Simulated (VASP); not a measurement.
Here is a VASP 6.6.1 calculation.

The input INCAR:

```
SYSTEM = Ga
PREC = Accurate ; ENCUT = 600
EDIFF = 1E-6 ; ISMEAR = -1
SIGMA = 0.08 ; LREAL = .False.
LASPH = .True. ; NELM = 60
ALGO = Normal ; ISIF = 3
LWAVE = .False. ; LCHARG = .False.
GGA = PS ; IBRION = 2
NSW = 32 ; EDIFFG = -0.005
PSTRESS = 1000.0
```

File KPOINTS:

```
Automatic mesh
0
Gamma
  17 17 9
  0 0 0
```

POSCAR

```
Ga
1.0
    2.4711759536      0.0000000000      0.0000000000
   -1.2355879768      2.1401011531      0.0000000000
    0.0000000000      0.0000000000      4.0745395327
Ga
2
Direct
    0.3333333333      0.6666666667      0.2500000000
    0.6666666667      0.3333333333      0.7500000000
```

Potentials or basis: VASP PAW PBE potentials, release 64 (Ga_d).

Run with:

```sh
$ cat potpaw_PBE.64/Ga_d/POTCAR > POTCAR
$ mpirun -np 1 vasp_std > vasp.out
```

(1) What does it give for the space group after relaxing (to 0.1 Å)?

(2) What does it give for the relaxed cell?

(3) What does it give for the relaxed volume?

## Answers

(1) P6_3/mmc (No. 194).

(2) a = 2.472 Å, b = 2.472 Å, c = 4.076 Å, α = 90.00°, β = 90.00°, γ = 120.00°.

(3) 10.79 Å³/atom.

Caveat: the cell is relaxed towards a set pressure, so the run minimises the enthalpy, not the energy; the PAW data sets were made with another functional, which shifts forces and pressure a little.
